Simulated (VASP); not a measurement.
# TaAs (I4_1md) in VASP: a series of runs

The runs below take TaAs through single point, with LDA.

Program: VASP 6.6.1. These are calculated values, not measurements. Logs are shortened: lines on timing, memory, paths and dates and some standing lists are left out, and cuts for length are marked.

## (1) The cell of the first run

It takes space group I4_1md (No. 109, tetragonal). Conventional cell: a = 3.444 Å, b = 3.444 Å, c = 11.736 Å, α = 90.00°, β = 90.00°, γ = 90.00°. Ta (site symmetry 2mm) has 6 As at 2.61 to 2.62 Å and 8 Ta at 3.40 to 3.44 Å within 3.5 Å. As (site symmetry 2mm) has 6 Ta at 2.61 to 2.62 Å and 8 As at 3.40 to 3.44 Å within 3.5 Å.

## (2) Single point, LDA

Input file INCAR:

```
PREC = Accurate
ENCUT = 520
EDIFF = 1E-6
ISMEAR = 0
SIGMA = 0.1
LREAL = F
LASPH = T
NELM = 60
ALGO = Normal
ISIF = 2
LWAVE = F
LCHARG = T
LELF = T
LVHAR = T
NBANDS = 24
```

Input file KPOINTS:

```
regular mesh
0
Gamma
  8 8 8
```

Input file POSCAR:

```
TaAs
1.0
   -1.7218133622      1.7218133622      5.8679415361
    1.7218133622     -1.7218133622      5.8679415361
    1.7218133622      1.7218133622     -5.8679415361
Ta As
2 2
Direct
    0.4999673000      0.9999673000      0.5000000000
    0.7499673000      0.7499673000      0.0000000000
    0.0826321200      0.5826321200      0.5000000000
    0.3326321200      0.3326321200      0.0000000000
```

Potentials or basis: VASP PAW LDA potentials, release 64 (Ta_pv, As).

Started as:

```
> cat potpaw_LDA.64/Ta_pv/POTCAR potpaw_LDA.64/As/POTCAR > POTCAR
> mpirun -np 1 vasp_std > vasp.out
```

OUTCAR:

```text
PREC = Accurate
   ENCUT = 520
   EDIFF = 1E-6
   ISMEAR = 0
   LREAL = F
   LASPH = T
   NELM = 60
   ISIF = 2

 ion  position               nearest neighbor table
   1  0.500  1.000  0.500-   4 2.61   4 2.61   3 2.62   3 2.62   3 2.62   3 2.62   2 3.40   2 3.40
                             2 3.40   2 3.40
   2  0.750  0.750  0.000-   3 2.61   3 2.61   4 2.62   4 2.62   4 2.62   4 2.62   1 3.40   1 3.40
                             1 3.40   1 3.40
   3  0.083  0.583  0.500-   2 2.61   2 2.61   1 2.62   1 2.62   1 2.62   1 2.62
   4  0.333  0.333  0.000-   1 2.61   1 2.61   2 2.62   2 2.62   2 2.62   2 2.62

  LATTYP: Found a body centered tetragonal cell.
 ALAT       =     3.4436267244
 C/A-ratio  =     3.4080009279

  Lattice vectors:

 A1 = (  -1.7218133622,   1.7218133622,   5.8679415361)
 A2 = (   1.7218133622,  -1.7218133622,   5.8679415361)
 A3 = (   1.7218133622,   1.7218133622,  -5.8679415361)

Analysis of symmetry for initial positions (statically):
=====================================================================
 Subroutine PRICEL returns:
 Original cell was already a primitive cell.

 Routine SETGRP: Setting up the symmetry group for a
 body centered tetragonal supercell.

 Subroutine GETGRP returns: Found  8 space group operations
 (whereof  4 operations were pure point group operations)
 out of a pool of 16 trial point group operations.

The static configuration has the point symmetry C_2v.
 The point group associated with its full space group is C_4v.

Analysis of symmetry for dynamics (positions and initial velocities):
=====================================================================
 Subroutine PRICEL returns:
 Original cell was already a primitive cell.

 Routine SETGRP: Setting up the symmetry group for a
 body centered tetragonal supercell.

 Subroutine GETGRP returns: Found  8 space group operations
 (whereof  4 operations were pure point group operations)
 out of a pool of 16 trial point group operations.

The dynamic configuration has the point symmetry C_2v.
 The point group associated with its full space group is C_4v.

 Subroutine INISYM returns: Found  8 space group operations
 (whereof  4 operations are pure point group operations),
 and found     1 'primitive' translations

----------------------------------------------------------------------------------------

                                     Primitive cell

[... 81 lines left out ...]
   ions per type =               2   2
   NGX,Y,Z   is equivalent  to a cutoff of  12.56, 12.56, 12.56 a.u.
   NGXF,Y,Z  is equivalent  to a cutoff of  25.12, 25.12, 25.12 a.u.
 SYSTEM =  unknown system
   PREC   = accura    normal or accurate (medium, high low for compatibility)
   ISTART =      0    job   : 0-new  1-cont  2-samecut
   ICHARG =      2    charge: 1-file 2-atom 10-const
   ISPIN  =      1    spin polarized calculation?
   LNONCOLLINEAR =      F non collinear calculations
   LSORBIT =      F    spin-orbit coupling
   LASPH  =      T    aspherical Exc in radial PAW
   ENCUT  =  520.0 eV  38.22 Ry    6.18 a.u.  11.81 11.81 11.81*2*pi/ulx,y,z
   NELM   =     60;   NELMIN=  2; NELMDL= -5     # of ELM steps
   EDIFF  = 0.1E-05   stopping-criterion for ELM
   LREAL  =      F    real-space projection
[... 7 lines left out ...]
   TEBEG  =    0.0;   TEEND  =   0.0 temperature during run
   PSTRESS=    0.0 pullay stress
   NELECT =      32.0000    total number of electrons
   NUPDOWN=      -1.0000    fix difference up-down
   EMIN   =  10.00;   EMAX   =-10.00  energy-range for DOS
   EFERMI =   0.00;   METHOD = LEGACY
   ISMEAR =     0;   SIGMA  =   0.10  broadening in eV -4-tet -1-fermi 0-gaus
   EFERMI_NEDOS =   21; number of points for ismear=-14 and -15
   IALGO  =     38    algorithm
   IMIX   =      4    mixing-type and parameters
     AMIX     =   0.40;   BMIX     =  1.00
     AMIX_MAG =   1.60;   BMIX_MAG =  1.00
  volume/ion in A,a.u.               =      17.40       117.40
  Fermi-wavevector in a.u.,A,eV,Ry     =   1.263627  2.387909 21.725142  1.596753
  Thomas-Fermi vector in A             =   2.396974
   LORBIT       =      0    0 simple, 1 ext, 2 COOP (PROOUT), +10 PAW based schemes
   GGA     = CA    functional components
   LHFCALC =     F    Hartree Fock is set to
   AEXX    =    0.0000 exact exchange contribution
   IVDW    =     0    specifies the selected vdW correction
   LEPSILON=     F    determine dielectric tensor
   LRPA    =     F    only Hartree local field effects (RPA)
 non-spin polarized calculation
 Gauss-broadening in eV      SIGMA  =   0.10
  energy-cutoff  :      520.00
  volume of cell :       69.59
 maximum number of plane-waves:      1890
   NGX = 23   NGY = 23   NGZ = 23

 number of electron      32.0000002 magnetization

 Free energy of the ion-electron system (eV)
  ---------------------------------------------------
  ext. energy  EPLUGINS =         0.00000000
  ---------------------------------------------------
  free energy    TOTEN  =       -38.89024715 eV

  energy without entropy =      -38.88531552  energy(sigma->0) =      -38.88778133

 E-fermi :   6.9348     XC(G=0): -12.0572

 val. band max:        6.9220786858   @ k =  -0.2500   0.2500   0.2500
 cond. band min:       6.9741859835   @ k =  -0.1250   0.5000   0.1250
 fundamental gap:      0.0521072977
 Fermi energy:         6.9347822038

 k-point     1 :       0.0000    0.0000    0.0000
  band No.  band energies     occupation
      1     -27.8598      2.00000
      2     -27.8191      2.00000
      3     -27.8191      2.00000
      4     -27.6661      2.00000
      5     -27.6661      2.00000
      6     -27.6181      2.00000
[... 637 lines left out ...]
     23      11.5698      0.00000
     24      12.0812      0.00000

 [... further k-points ...]
[... 5 lines left out ...]
  --------------------------------------------------------------------------------------
  -------------------------------------------------------------------------------------
  Total       -2.8593682     -2.8593682     -2.7755581      0.0000000      0.0000000      0.0000000
  in kB      -65.8358945    -65.8358945    -63.9062000      0.0000000      0.0000000      0.0000000
  external PRESSURE =     -65.1926630 kB  Pullay stress =       0.0000000 kB

 VOLUME and BASIS-vectors are now :
 -----------------------------------------------------------------------------
  energy-cutoff  :      520.00
  volume of cell :       69.59
      direct lattice vectors                 reciprocal lattice vectors
    -1.721813362  1.721813362  5.867941536     0.000000000  0.290391520  0.085208756
     1.721813362 -1.721813362  5.867941536     0.290391520  0.000000000  0.085208756
     1.721813362  1.721813362 -5.867941536     0.290391520  0.290391520  0.000000000

 POSITION                                       TOTAL-FORCE (eV/Angst)
 -----------------------------------------------------------------------------------
      1.72181     -0.00000      5.86756         0.000000      0.000000      0.023030
      0.00000      0.00000      8.80153        -0.000000     -0.000000      0.023030
      1.72181      0.00000      0.96976        -0.000000      0.000000     -0.023030
      0.00000      0.00000      3.90373         0.000000     -0.000000     -0.023030
 -----------------------------------------------------------------------------------
    total drift:                                0.000000      0.000000      0.000175

  FREE ENERGIE OF THE ION-ELECTRON SYSTEM (eV)
  ---------------------------------------------------
  free  energy   TOTEN  =       -38.8902471472 eV

  energy  without entropy=      -38.8853155162  energy(sigma->0) =      -38.88778133
```

stdout:

```text
POSCAR found type information on POSCAR TaAs
 POSCAR found :  2 types and       4 ions
 scaLAPACK will be used
 LDA part: xc-table for (Slater(with rela. corr.)+CA(PZ))
 , standard interpolation
 POSCAR, INCAR and KPOINTS ok, starting setup
 FFT: planning ... GRIDC
 FFT: planning ... GRID_SOFT
 FFT: planning ... GRID
 WAVECAR not read
 entering main loop
```

Run time: 3.3 min. Hardware: 1 thread of Intel Xeon Platinum 8488C (Sapphire Rapids), shared host; peak memory 0.31 GiB.

Results:

```
Free energy            : -38.8902 eV
Pressure               : -6.5 GPa
Largest force          : 0.023 eV/Å
Band gap on the k mesh : zero (bands 16 and 17 overlap by 0.06 eV)
```

Forces in eV/Å, atoms in the order of the input:
```
Ta   0.000  0.000  0.023
Ta   0.000  0.000  0.023
As   0.000  0.000 -0.023
As   0.000  0.000 -0.023
```

Caveat: the cell stands under tension; spin-orbit coupling is left out, which moves the levels of the heavy elements.

## (3) Single point, LDA

This run uses another cell than the first one, of 16.68 Å³/atom.

Input file INCAR:

```
SYSTEM = TaAs
ALGO = Normal ; EDIFF = 1E-7
ENCUT = 520 ; ISIF = 2
ISMEAR = 0 ; LASPH = .TRUE.
LCHARG = .FALSE. ; LREAL = .FALSE.
LWAVE = .FALSE. ; NBANDS = 24
NELM = 80 ; PREC = Accurate
SIGMA = 0.1
```

Input file KPOINTS:

```
k-points
0
G
  18 18 18
  0 0 0
```

Input file POSCAR:

```
TaAs
1.0
   -1.7025998562      1.7025998562      5.7545524005
    1.7025998562     -1.7025998562      5.7545524005
    1.7025998562      1.7025998562     -5.7545524005
Ta As
2 2
Direct
    0.5003041142      1.0003041142      0.5000000000
    0.7503041142      0.7503041142      0.0000000000
    0.0822953058      0.5822953058      0.5000000000
    0.3322953058      0.3322953058      0.0000000000
```

Potentials or basis: VASP PAW LDA potentials, release 64 (Ta_pv, As).

Started as:

```
> cat potpaw_LDA.64/Ta_pv/POTCAR potpaw_LDA.64/As/POTCAR > POTCAR
> mpirun -np 1 vasp_std > vasp.out
```

OUTCAR:

```text
SYSTEM = TaAs
   EDIFF = 1E-7
   ENCUT = 520
   ISIF = 2
   ISMEAR = 0
   LASPH = .TRUE.
   LREAL = .FALSE.
   NELM = 80
   PREC = Accurate

 ion  position               nearest neighbor table
   1  0.500  0.000  0.500-   4 2.58   4 2.58   3 2.59   3 2.59   3 2.59   3 2.59   2 3.34   2 3.34
                             2 3.34   2 3.34
   2  0.750  0.750  0.000-   3 2.58   3 2.58   4 2.59   4 2.59   4 2.59   4 2.59   1 3.34   1 3.34
                             1 3.34   1 3.34
   3  0.082  0.582  0.500-   2 2.58   2 2.58   1 2.59   1 2.59   1 2.59   1 2.59
   4  0.332  0.332  0.000-   1 2.58   1 2.58   2 2.59   2 2.59   2 2.59   2 2.59
[... 853 lines left out ...]
  -------------------------------------------------------------------------------------
  Total        0.5113101      0.5113101      0.4259208      0.0000000      0.0000000      0.0000000
  in kB       12.2771699     12.2771699     10.2268699      0.0000000      0.0000000      0.0000000
  external PRESSURE =      11.5937365 kB  Pullay stress =       0.0000000 kB

 VOLUME and BASIS-vectors are now :
 -----------------------------------------------------------------------------
  energy-cutoff  :      520.00
  volume of cell :       66.73
      direct lattice vectors                 reciprocal lattice vectors
    -1.702599856  1.702599856  5.754552400     0.000000000  0.293668532  0.086887731
     1.702599856 -1.702599856  5.754552400     0.293668532  0.000000000  0.086887731
     1.702599856  1.702599856 -5.754552400     0.293668532  0.293668532  0.000000000

 POSITION                                       TOTAL-FORCE (eV/Angst)
 -----------------------------------------------------------------------------------
      0.00000      1.70260      0.00350         0.000000     -0.000000      0.007688
      0.00000      0.00000      8.63533        -0.000000      0.000000      0.007688
      1.70260      0.00000      0.94715         0.000000     -0.000000     -0.007688
      0.00000      0.00000      3.82442        -0.000000      0.000000     -0.007688
 -----------------------------------------------------------------------------------
    total drift:                               -0.000000     -0.000000      0.000253

  FREE ENERGIE OF THE ION-ELECTRON SYSTEM (eV)
  ---------------------------------------------------
  free  energy   TOTEN  =       -38.9553072718 eV

  energy  without entropy=      -38.9536312919  energy(sigma->0) =      -38.95446928
```

OSZICAR:

```text
N       E                     dE             d eps       ncg     rms          rms(c)
DAV:   1     0.238771772247E+03    0.23877E+03   -0.16542E+04 23056   0.130E+03
DAV:   2    -0.307137683301E+02   -0.26949E+03   -0.25780E+03 26936   0.352E+02
DAV:   3    -0.405882676420E+02   -0.98745E+01   -0.96497E+01 30256   0.615E+01
DAV:   4    -0.407153632446E+02   -0.12710E+00   -0.12696E+00 26240   0.711E+00
DAV:   5    -0.407168029545E+02   -0.14397E-02   -0.14393E-02 30296   0.682E-01    0.227E+01
DAV:   6    -0.390934368027E+02    0.16234E+01   -0.37210E+00 27464   0.123E+01    0.974E+00
DAV:   7    -0.389757540167E+02    0.11768E+00   -0.36599E-01 30312   0.381E+00    0.267E+00
DAV:   8    -0.389556619806E+02    0.20092E-01   -0.28077E-02 26304   0.834E-01    0.251E-01
DAV:   9    -0.389553548089E+02    0.30717E-03   -0.21407E-03 29160   0.245E-01    0.121E-01
DAV:  10    -0.389553126213E+02    0.42188E-04   -0.25581E-04 27232   0.127E-01    0.194E-02
DAV:  11    -0.389553081135E+02    0.45078E-05   -0.13132E-05 29360   0.254E-02    0.123E-02
DAV:  12    -0.389553072793E+02    0.83426E-06   -0.36262E-06 28912   0.139E-02    0.122E-03
DAV:  13    -0.389553072718E+02    0.74742E-08   -0.13075E-07 18888   0.257E-03
   1 F= -.38955307E+02 E0= -.38954469E+02  d E =-.167598E-02
```

Wall time 31 min (1 thread of Intel Xeon Platinum 8488C (Sapphire Rapids), shared host); peak memory 0.8 GiB.

Results:

```yaml
Free_energy: -38.9553 eV
Pressure: 1.2 GPa
Largest_force: 0.008 eV/Å
Band_gap_on_the_k_mesh: zero (bands 16 and 17 overlap by 0.06 eV)
```

Forces in eV/Å, atoms in the order of the input:
```
Ta   0.000  0.000  0.008
Ta   0.000  0.000  0.008
As   0.000  0.000 -0.008
As   0.000  0.000 -0.008
```

Stress tensor (GPa, compression positive):
```
1.23 0.00 0.00
0.00 1.23 0.00
0.00 0.00 1.02
```

Caveat: spin-orbit coupling is left out, which moves the levels of the heavy elements.

The gap in the log of VASP goes by the Fermi energy; the results here count the filled bands.